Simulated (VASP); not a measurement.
## CO: single point with r2SCAN

The system is CO.

```
O C
1.0
     9.14817    0.00000    0.00000
     0.00000    9.14817    0.00000
     0.00000    0.00000    9.14817
O C
12 12
Direct
  0.76234 0.20719 0.40588
  0.91626 0.90706 0.67195
  0.44871 0.70342 0.96108
  0.87378 0.51598 0.13275
  0.55219 0.51430 0.43893
  0.14047 0.27871 0.00254
  0.12908 0.25993 0.39389
  0.09670 0.97955 0.16243
  0.92011 0.49142 0.71783
  0.45629 0.04234 0.74818
  0.28727 0.79389 0.47174
  0.63533 0.18220 0.01510
  0.69684 0.10315 0.37203
  0.80301 0.87508 0.64295
  0.54619 0.75878 0.99615
  0.93896 0.60991 0.10197
  0.52725 0.48336 0.55272
  0.11877 0.27032 0.87642
  0.16916 0.36332 0.44578
  0.20882 0.92343 0.14374
  0.90158 0.47869 0.59941
  0.47039 0.09384 0.63699
  0.17785 0.74043 0.47484
  0.73930 0.16841 0.95665
```

```json
{
 "Program": "VASP 6.6.1",
 "Task": "single point",
 "Functional": "r2SCAN",
 "Potentials or basis": "VASP PAW PBE potentials, release 64 (O, C)",
 "Cutoff": "520 eV",
 "k mesh": "1 × 1 × 1",
 "Occupations": "fermi-dirac, width 0.05 eV",
 "Spin": "no spin polarisation",
 "Dipole correction": "no",
 "Further INCAR settings": "LREAL = Auto; ALGO = Normal; EDIFF = 1e-06; NBANDS = 78"
}
```

* Pressure: 2.1 GPa
* Largest force: 9.040 eV/Å

Forces on the atoms (eV/Å):
```
O   -1.718 -2.713 -0.883
O    3.210  0.913  0.817
O   -7.480 -4.272 -2.706
O   -4.159 -5.976  1.943
O    0.854  1.111 -4.094
O   -0.689 -0.214 -3.968
O   -0.612 -1.604 -0.798
O    2.448 -1.245 -0.394
O    0.642  0.520  4.383
O   -0.115 -0.362  0.721
O    2.438  1.159 -0.030
O   -4.290  0.594  2.440
C    1.743  2.684  0.814
C   -3.206 -0.920 -0.780
C    7.513  4.254  2.678
C    4.160  5.955 -1.931
C   -0.865 -1.100  4.081
C    0.750  0.192  3.957
C    0.682  1.524  0.762
C   -2.480  1.273  0.379
C   -0.715 -0.401 -4.332
C    0.030  0.357 -0.700
C   -2.444 -1.163  0.073
C    4.302 -0.569 -2.432
```

Stress tensor (GPa, compression positive):
```
 3.29  1.93 -0.26
 1.93  1.42 -0.28
-0.26 -0.28  1.64
```

Levels at points of the mesh, in eV from the Fermi level:
| k point | band 58 | band 59 | band 60 | band 61 | band 62 | band 63 |
| --- | --- | --- | --- | --- | --- | --- |
| (0.00, 0.00, 0.00) | -1.36 | -1.31 | -1.24 | 5.42 | 5.59 | 5.63 |

It took 7.6 min on 1 thread of AMD EPYC 7R43 64-Core Processor (Zen 3) (shared host), peak memory 0.7 GiB.

Caveat: the k points lie up to 0.69 Å⁻¹ apart; the PAW data sets were made with another functional, which shifts forces and pressure a little.
